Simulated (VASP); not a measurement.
# GeSb4Te4 (P-3m1) in VASP: further runs

GeSb4Te4 is run at these levels: PBE; tasks: single point.

Program: VASP 6.6.1. These are calculated values, not measurements. Logs are shortened: lines on timing, memory, paths and dates and some standing lists are left out, and cuts for length are marked.

## Step 1: The cell of the first run

It takes space group P-3m1 (No. 164, trigonal). The conventional cell has a = 4.334 Å, b = 4.334 Å, c = 17.367 Å, α = 90.00°, β = 90.00°, γ = 120.00°. Ge (site symmetry -3m) has 6 Te at 3.03 Å within 4.0 Å. Within 3.9 Å of Sb (site symmetry 3m) lie 3 Sb at 2.94 Å and 3 Te at 3.52 Å. Within 4.0 Å of Sb (site symmetry 3m) lie 6 Te at 3.03 to 3.21 Å. Te (site symmetry 3m) has 3 Ge at 3.03 Å and 3 Sb at 3.21 Å within 4.0 Å. Within 4.0 Å of Te (site symmetry 3m) lie 6 Sb at 3.03 to 3.52 Å.

## Step 2: Single point, PBE

Contents of INCAR:

```
SYSTEM = GeSb4Te4
ALGO = Normal
EDIFF = 1E-7
ENCUT = 520
GGA = PE
ISIF = 2
ISMEAR = 0
LASPH = .TRUE.
LCHARG = .TRUE.
LELF = .TRUE.
LREAL = .FALSE.
LVHAR = .TRUE.
LWAVE = .FALSE.
NBANDS = 39
NELM = 80
PREC = Accurate
SIGMA = 0.05
```

Contents of KPOINTS:

```
k-points
0
G
  9 9 2
  0 0 0
```

Contents of POSCAR:

```
GeSb4Te4
1.0
    4.3342494749      0.0000000000      0.0000000000
   -2.1671247374      3.7535701516      0.0000000000
    0.0000000000      0.0000000000     17.3673160000
Ge Sb Te
1 4 4
Direct
    0.0000000000      0.0000000000      0.0000000000
    0.3333333300      0.6666666700      0.5445200000
    0.6666666700      0.3333333300      0.4554800000
    0.6666666700      0.3333333300      0.7857900000
    0.3333333300      0.6666666700      0.2142100000
    0.3333333300      0.6666666700      0.9018000000
    0.6666666700      0.3333333300      0.0982000000
    0.0000000000      0.0000000000      0.6872210000
    0.0000000000      0.0000000000      0.3127790000
```

Potentials or basis: VASP PAW PBE potentials, release 64 (Ge_d, Sb, Te).

The run is started by

```sh
$ cat potpaw_PBE.64/Ge_d/POTCAR potpaw_PBE.64/Sb/POTCAR potpaw_PBE.64/Te/POTCAR > POTCAR
$ mpirun -np 1 vasp_std > vasp.out
```

OUTCAR:

```text
SYSTEM = GeSb4Te4
   EDIFF = 1E-7
   ENCUT = 520
   GGA = PE
   ISIF = 2
   ISMEAR = 0
   LASPH = .TRUE.
   LREAL = .FALSE.
   NELM = 80
   PREC = Accurate

 ion  position               nearest neighbor table
   1  0.000  0.000  0.000-   6 3.03   7 3.03   6 3.03   7 3.03   7 3.03   6 3.03
   2  0.333  0.667  0.545-   3 2.94   3 2.94   3 2.94   8 3.52   8 3.52   8 3.52
   3  0.667  0.333  0.455-   2 2.94   2 2.94   2 2.94   9 3.52   9 3.52   9 3.52
   4  0.667  0.333  0.786-   8 3.03   8 3.03   8 3.03   6 3.21   6 3.21   6 3.21
   5  0.333  0.667  0.214-   9 3.03   9 3.03   9 3.03   7 3.21   7 3.21   7 3.21
   6  0.333  0.667  0.902-   1 3.03   1 3.03   1 3.03   4 3.21   4 3.21   4 3.21
   7  0.667  0.333  0.098-   1 3.03   1 3.03   1 3.03   5 3.21   5 3.21   5 3.21
   8  0.000  0.000  0.687-   4 3.03   4 3.03   4 3.03   2 3.52   2 3.52   2 3.52
   9  0.000  0.000  0.313-   5 3.03   5 3.03   5 3.03   3 3.52   3 3.52   3 3.52

  LATTYP: Found a hexagonal cell.
 ALAT       =     4.3342494749
 C/A-ratio  =     4.0069950058

  Lattice vectors:

 A1 = (   4.3342494749,   0.0000000000,   0.0000000000)
 A2 = (  -2.1671247374,   3.7535701516,   0.0000000000)
 A3 = (   0.0000000000,   0.0000000000,  17.3673160000)

Analysis of symmetry for initial positions (statically):
=====================================================================
 Subroutine PRICEL returns:
 Original cell was already a primitive cell.

 Routine SETGRP: Setting up the symmetry group for a
 hexagonal supercell.

 Subroutine GETGRP returns: Found 12 space group operations
 (whereof 12 operations were pure point group operations)
 out of a pool of 24 trial point group operations.

The static configuration has the point symmetry D_3d.

Analysis of symmetry for dynamics (positions and initial velocities):
=====================================================================
 Subroutine PRICEL returns:
 Original cell was already a primitive cell.

 Routine SETGRP: Setting up the symmetry group for a
 hexagonal supercell.

 Subroutine GETGRP returns: Found 12 space group operations
 (whereof 12 operations were pure point group operations)
 out of a pool of 24 trial point group operations.

The dynamic configuration has the point symmetry D_3d.

 Subroutine INISYM returns: Found 12 space group operations
 (whereof 12 operations are pure point group operations),
[... 112 lines left out ...]
   NSW    =      0    number of steps for IOM
   IBRION =     -1    ionic relax: 0-MD 1-quasi-New 2-CG
   NFREE  =      0    steps in history (QN), initial steepest desc. (CG)
   ISIF   =      2    stress and relaxation
   ISYM   =      2    0-nonsym 1-usesym 2-fastsym
   POTIM  = 0.5000    time-step for ionic-motion
   TEBEG  =    0.0;   TEEND  =   0.0 temperature during run
   PSTRESS=    0.0 pullay stress
   NELECT =      58.0000    total number of electrons
   NUPDOWN=      -1.0000    fix difference up-down
   EMIN   =  10.00;   EMAX   =-10.00  energy-range for DOS
   EFERMI =   0.00;   METHOD = LEGACY
   ISMEAR =     0;   SIGMA  =   0.05  broadening in eV -4-tet -1-fermi 0-gaus
   EFERMI_NEDOS =   21; number of points for ismear=-14 and -15
   IALGO  =     38    algorithm
   IMIX   =      4    mixing-type and parameters
     AMIX     =   0.40;   BMIX     =  1.00
     AMIX_MAG =   1.60;   BMIX_MAG =  1.00
  volume/ion in A,a.u.               =      31.39       211.86
  Fermi-wavevector in a.u.,A,eV,Ry     =   0.965726  1.824957 12.689148  0.932626
  Thomas-Fermi vector in A             =   2.095467
   LORBIT       =      0    0 simple, 1 ext, 2 COOP (PROOUT), +10 PAW based schemes
   GGA     = PE    functional components
   LHFCALC =     F    Hartree Fock is set to
   AEXX    =    0.0000 exact exchange contribution
   IVDW    =     0    specifies the selected vdW correction
   LEPSILON=     F    determine dielectric tensor
   LRPA    =     F    only Hartree local field effects (RPA)
 non-spin polarized calculation
 Gauss-broadening in eV      SIGMA  =   0.05
  energy-cutoff  :      520.00
  volume of cell :      282.55
 maximum number of plane-waves:      7644
   NGX = 17   NGY = 17   NGZ = 65

 number of electron      57.9999998 magnetization

 Free energy of the ion-electron system (eV)
  ---------------------------------------------------
  ext. energy  EPLUGINS =         0.00000000
  ---------------------------------------------------
  free energy    TOTEN  =       -34.38720655 eV

  energy without entropy =      -34.38695066  energy(sigma->0) =      -34.38707860

 E-fermi :   6.4790     XC(G=0):  -9.3350

 val. band max:        6.4419569930   @ k =   0.0000   0.0000   0.0000
 cond. band min:       6.5433349973   @ k =   0.0000   0.0000   0.0000
 fundamental gap:      0.1013780044
 Fermi energy:         6.4790401384

 k-point     1 :       0.0000    0.0000    0.0000
  band No.  band energies     occupation
      1     -18.6535      2.00000
      2     -18.6535      2.00000
      3     -18.6481      2.00000
      4     -18.6481      2.00000
      5     -18.6477      2.00000
      6      -6.7153      2.00000
[... 997 lines left out ...]
     38      10.3547      0.00000
     39      10.6418      0.00000

------------------------ aborting loop because EDIFF is reached ----------------------------------------

  FORCE on cell =-STRESS in cart. coord.  units (eV):
  Direction    XX          YY          ZZ          XY          YZ          ZX
  --------------------------------------------------------------------------------------
  -------------------------------------------------------------------------------------
  Total        0.2380214      0.2380214      0.2530034      0.0000000      0.0000000     -0.0000000
  in kB        1.3496943      1.3496943      1.4346495      0.0000000      0.0000000     -0.0000000
  external PRESSURE =       1.3780127 kB  Pullay stress =       0.0000000 kB

 VOLUME and BASIS-vectors are now :
 -----------------------------------------------------------------------------
  energy-cutoff  :      520.00
  volume of cell :      282.55
      direct lattice vectors                 reciprocal lattice vectors
     4.334249475  0.000000000  0.000000000     0.230720452  0.133206515  0.000000000
    -2.167124737  3.753570152  0.000000000     0.000000000  0.266413031  0.000000000
     0.000000000  0.000000000 17.367316000     0.000000000  0.000000000  0.057579421

 POSITION                                       TOTAL-FORCE (eV/Angst)
 -----------------------------------------------------------------------------------
      0.00000      0.00000      0.00000         0.000000      0.000000      0.000000
     -0.00000      2.50238      9.45685        -0.000000      0.000000      0.063846
      2.16712      1.25119      7.91047         0.000000     -0.000000     -0.063846
      2.16712      1.25119     13.64706        -0.000000      0.000000      0.058544
     -0.00000      2.50238      3.72025         0.000000     -0.000000     -0.058544
     -0.00000      2.50238     15.66185         0.000000     -0.000000      0.030166
      2.16712      1.25119      1.70547        -0.000000      0.000000     -0.030166
      0.00000      0.00000     11.93518         0.000000      0.000000      0.065240
      0.00000      0.00000      5.43213         0.000000      0.000000     -0.065240
 -----------------------------------------------------------------------------------
    total drift:                                0.000000      0.000000      0.000000

  FREE ENERGIE OF THE ION-ELECTRON SYSTEM (eV)
  ---------------------------------------------------
  free  energy   TOTEN  =       -34.3872065455 eV

  energy  without entropy=      -34.3869506616  energy(sigma->0) =      -34.38707860
```

stdout:

```text
POSCAR found type information on POSCAR GeSbTe
 POSCAR found :  3 types and       9 ions
 scaLAPACK will be used
 LDA part: xc-table for (Slater+PW92), standard interpolation
 POSCAR, INCAR and KPOINTS ok, starting setup
 FFT: planning ... GRIDC
 FFT: planning ... GRID_SOFT
 FFT: planning ... GRID
 WAVECAR not read
 entering main loop
```

Run time: 3.7 min. Hardware: 1 thread of Intel Xeon Platinum 8488C (Sapphire Rapids), shared host; peak memory 0.53 GiB.

What came out:

```yaml
Free_energy: -34.3872 eV
Pressure: 0.1 GPa
Largest_force: 0.065 eV/Å
Band_gap_on_the_k_mesh: 0.10 eV, direct
```

Forces on the atoms (eV/Å):
```
Ge   0.000  0.000  0.000
Sb   0.000  0.000  0.064
Sb   0.000  0.000 -0.064
Sb   0.000  0.000  0.059
Sb   0.000  0.000 -0.059
Te   0.000  0.000  0.030
Te   0.000  0.000 -0.030
Te   0.000  0.000  0.065
Te   0.000  0.000 -0.065
```

Levels at points of the mesh, in eV from the valence-band top:
| k point | band 26 | band 27 | band 28 | band 29 | band 30 | band 31 | band 32 | band 33 |
| --- | --- | --- | --- | --- | --- | --- | --- | --- |
| (0.00, 0.00, 0.00) | -1.21 | -1.19 | -1.19 | 0.00 | 0.10 | 0.10 | 0.42 | 0.79 |
| (0.00, 0.00, 0.50) | -1.24 | -1.24 | -1.04 | -0.08 | 0.25 | 0.25 | 0.54 | 0.54 |

Caveat: spin-orbit coupling is left out, which moves the levels of the heavy elements.

## Step 3: Single point, PBE

Contents of INCAR:

```
ALGO = Normal ; EDIFF = 1E-6
ENCUT = 520 ; GGA = PE
ISIF = 2 ; ISMEAR = 0
LASPH = True ; LCHARG = True
LELF = True ; LREAL = False
LVHAR = True ; LWAVE = False
NBANDS = 39 ; NELM = 60
PREC = Accurate ; SIGMA = 0.05
```

Contents of KPOINTS:

```
k-points
0
Gamma
  9 9 2
```

POSCAR is that of step 2.

Potentials or basis: VASP PAW PBE potentials, release 64 (Ge_d, Sb, Te).

The run is started by

```sh
$ cat potpaw_PBE.64/Ge_d/POTCAR potpaw_PBE.64/Sb/POTCAR potpaw_PBE.64/Te/POTCAR > POTCAR
$ mpirun -np 1 vasp_std > vasp.out
```

OUTCAR:

```text
EDIFF = 1E-6
   ENCUT = 520
   GGA = PE
   ISIF = 2
   ISMEAR = 0
   LASPH = True
   LREAL = False
   NELM = 60
   PREC = Accurate

 ion  position               nearest neighbor table
   1  0.000  0.000  0.000-   6 3.03   7 3.03   6 3.03   7 3.03   7 3.03   6 3.03
   2  0.333  0.667  0.545-   3 2.94   3 2.94   3 2.94   8 3.52   8 3.52   8 3.52
   3  0.667  0.333  0.455-   2 2.94   2 2.94   2 2.94   9 3.52   9 3.52   9 3.52
   4  0.667  0.333  0.786-   8 3.03   8 3.03   8 3.03   6 3.21   6 3.21   6 3.21
   5  0.333  0.667  0.214-   9 3.03   9 3.03   9 3.03   7 3.21   7 3.21   7 3.21
   6  0.333  0.667  0.902-   1 3.03   1 3.03   1 3.03   4 3.21   4 3.21   4 3.21
   7  0.667  0.333  0.098-   1 3.03   1 3.03   1 3.03   5 3.21   5 3.21   5 3.21
   8  0.000  0.000  0.687-   4 3.03   4 3.03   4 3.03   2 3.52   2 3.52   2 3.52
   9  0.000  0.000  0.313-   5 3.03   5 3.03   5 3.03   3 3.52   3 3.52   3 3.52

  LATTYP: Found a hexagonal cell.
 ALAT       =     4.3342494749
 C/A-ratio  =     4.0069950058

  Lattice vectors:

 A1 = (   4.3342494749,   0.0000000000,   0.0000000000)
 A2 = (  -2.1671247374,   3.7535701516,   0.0000000000)
[... 198 lines left out ...]
      1     -18.6530      2.00000
      2     -18.6530      2.00000
      3     -18.6477      2.00000
      4     -18.6477      2.00000
      5     -18.6472      2.00000
      6      -6.7155      2.00000
[... 997 lines left out ...]
     38      10.3546      0.00000
     39      10.6419      0.00000

------------------------ aborting loop because EDIFF is reached ----------------------------------------

  FORCE on cell =-STRESS in cart. coord.  units (eV):
  Direction    XX          YY          ZZ          XY          YZ          ZX
  --------------------------------------------------------------------------------------
  -------------------------------------------------------------------------------------
  Total        0.2366753      0.2366753      0.2512965      0.0000000      0.0000000     -0.0000000
  in kB        1.3420616      1.3420616      1.4249702      0.0000000      0.0000000     -0.0000000
  external PRESSURE =       1.3696978 kB  Pullay stress =       0.0000000 kB

 VOLUME and BASIS-vectors are now :
 -----------------------------------------------------------------------------
  energy-cutoff  :      520.00
  volume of cell :      282.55
      direct lattice vectors                 reciprocal lattice vectors
     4.334249475  0.000000000  0.000000000     0.230720452  0.133206515  0.000000000
    -2.167124737  3.753570152  0.000000000     0.000000000  0.266413031  0.000000000
     0.000000000  0.000000000 17.367316000     0.000000000  0.000000000  0.057579421

 POSITION                                       TOTAL-FORCE (eV/Angst)
 -----------------------------------------------------------------------------------
      0.00000      0.00000      0.00000         0.000000      0.000000      0.000000
     -0.00000      2.50238      9.45685         0.000000     -0.000000      0.063541
      2.16712      1.25119      7.91047        -0.000000      0.000000     -0.063541
      2.16712      1.25119     13.64706        -0.000000      0.000000      0.058433
     -0.00000      2.50238      3.72025         0.000000     -0.000000     -0.058433
     -0.00000      2.50238     15.66185         0.000000     -0.000000      0.030262
      2.16712      1.25119      1.70547        -0.000000      0.000000     -0.030262
      0.00000      0.00000     11.93518         0.000000     -0.000000      0.065297
      0.00000      0.00000      5.43213        -0.000000      0.000000     -0.065297
 -----------------------------------------------------------------------------------
    total drift:                                0.000000      0.000000      0.000000

  FREE ENERGIE OF THE ION-ELECTRON SYSTEM (eV)
  ---------------------------------------------------
  free  energy   TOTEN  =       -34.3872073294 eV

  energy  without entropy=      -34.3869522949  energy(sigma->0) =      -34.38707981
```

Wall time 3.1 min (1 thread of Intel Xeon Platinum 8488C (Sapphire Rapids), shared host); peak memory 0.51 GiB.

What came out:

```
Free energy            : -34.3872 eV
Pressure               : 0.1 GPa
Largest force          : 0.065 eV/Å
Band gap on the k mesh : 0.10 eV, direct
```

Forces in eV/Å, atoms in the order of the input:
```
Ge   0.000  0.000  0.000
Sb   0.000  0.000  0.064
Sb   0.000  0.000 -0.064
Sb   0.000  0.000  0.058
Sb   0.000  0.000 -0.058
Te   0.000  0.000  0.030
Te   0.000  0.000 -0.030
Te   0.000  0.000  0.065
Te   0.000  0.000 -0.065
```

Levels at points of the mesh, in eV from the valence-band top:
| k point | band 25 | band 26 | band 27 | band 28 | band 29 | band 30 | band 31 | band 32 | band 33 | band 34 |
| --- | --- | --- | --- | --- | --- | --- | --- | --- | --- | --- |
| (0.00, 0.00, 0.00) | -1.28 | -1.21 | -1.19 | -1.19 | 0.00 | 0.10 | 0.10 | 0.42 | 0.79 | 0.79 |
| (0.00, 0.00, 0.50) | -1.54 | -1.24 | -1.24 | -1.04 | -0.08 | 0.25 | 0.25 | 0.54 | 0.54 | 0.59 |

Caveat: spin-orbit coupling is left out, which moves the levels of the heavy elements. A k mesh can miss the band edges.
